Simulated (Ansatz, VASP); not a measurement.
**Two plane-wave programs on GeSbTe3**

```
Ge Sb Te
1.0
     4.21883    0.00000    0.00000
     0.00000    4.21883    0.00000
     0.00000    0.00000    8.96302
Ge Sb Te
1 1 3
Direct
  0.00000 0.00000 0.00000
  0.50000 0.50000 0.50000
  0.50000 0.50000 0.16324
  0.50000 0.50000 0.83676
  0.00000 0.00000 0.50000
```

Alike in both runs: functional PBE; k mesh 4 × 4 × 2; occupations gaussian, width 0.1 eV; no spin polarisation.

Ansatz relaxed the structure, and its values are those at the end. VASP's run is a single point on that final structure, the one shown.

```csv
,VASP,Ansatz
version,VASP 6.6.1,Ansatz 0.2.0
potentials or method,"VASP PAW PBE potentials, release 64 (Ge_d, Sb, Te), cutoff 520 eV","scalar-relativistic, plane waves, PAW"
valence electrons in the cell,37,77
```

|  | VASP | Ansatz | Ansatz less VASP |
| --- | --- | --- | --- |
| gap on the k mesh at the Fermi level (eV) | none | none | - |
| pressure (GPa) | -0.1 | 0.0 | +0.04 |

A gap of «none» marks a metal or a gap that the smearing closes. With one functional, cell and mesh, what is left measures potentials, basis and numerics. VASP's potentials hold 37 valence electrons a cell and Ansatz's 77, so a difference there can come from the potentials and not from the codes.

The k mesh is coarse, so the values compare programs but aren't converged. Neither program's run includes spin-orbit coupling.
